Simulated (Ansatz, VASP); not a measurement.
**One calculation of NaGeCl3, two programs**

INCAR

```
PREC = Accurate ; ENCUT = 520
EDIFF = 1E-6 ; ISMEAR = 0
SIGMA = 0.01 ; LREAL = F
LASPH = T ; NELM = 100
ALGO = Normal ; ISIF = 2
LWAVE = F ; LCHARG = F
GGA = PE ; NBANDS = 29
```

KPOINTS

```
Automatic mesh
0
Gamma
  4 4 4
```

Contents of POSCAR:

```
NaGeCl3
1.0
    5.1183968598      0.0000000000      0.0000000000
    0.0000000000      5.1183968598      0.0000000000
    0.0000000000      0.0000000000      5.1183968598
Na Ge Cl
1 1 3
Direct
    0.0000000000      0.0000000000      0.0000000000
    0.5000000000      0.5000000000      0.5000000000
    0.5000000000      0.5000000000      0.0000000000
    0.5000000000      0.0000000000      0.5000000000
    0.0000000000      0.5000000000      0.5000000000
```

Input for Ansatz:

```yaml
crystal:
  lattice:
    - [5.1183968598, 0.0, 0.0]
    - [0.0, 5.1183968598, 0.0]
    - [0.0, 0.0, 5.1183968598]
  atoms:
    - { symbol: Na, position: [0.0, 0.0, 0.0] }
    - { symbol: Ge, position: [0.5, 0.5, 0.5] }
    - { symbol: Cl, position: [0.5, 0.5, 0.0] }
    - { symbol: Cl, position: [0.5, 0.0, 0.5] }
    - { symbol: Cl, position: [0.0, 0.5, 0.5] }
kpoints:
  mp_grid: { grid: [4, 4, 4] }
hamiltonian:
  xc: pbe
scf:
  occupations: { method: fixed }
  n_extra_bands: 5
output:
  forces: true
  stress: true
  eigenvalues: true
```

Alike in both runs: task single point; functional PBE; k mesh 4 × 4 × 4; no spin polarisation.

```csv
,VASP,Ansatz
version,VASP 6.6.1,Ansatz 0.2.0
potentials or method,"VASP PAW PBE potentials, release 64 (Na_pv, Ge_d, Cl)","plane waves, PAW"
plane-wave cutoff (eV),520,420
occupations,"gaussian, width 0.01 eV",fixed
valence electrons in the cell,42,44
```

|  | VASP | Ansatz | Ansatz less VASP |
| --- | --- | --- | --- |
| gap on the k mesh at the Fermi level (eV) | 0.41 | 0.41 | -0.007 |
| pressure (GPa) | 2.2 | 2.2 | +0.04 |

VASP's potentials hold 42 valence electrons a cell and Ansatz's 44, so a difference there can come from the potentials and not from the codes.
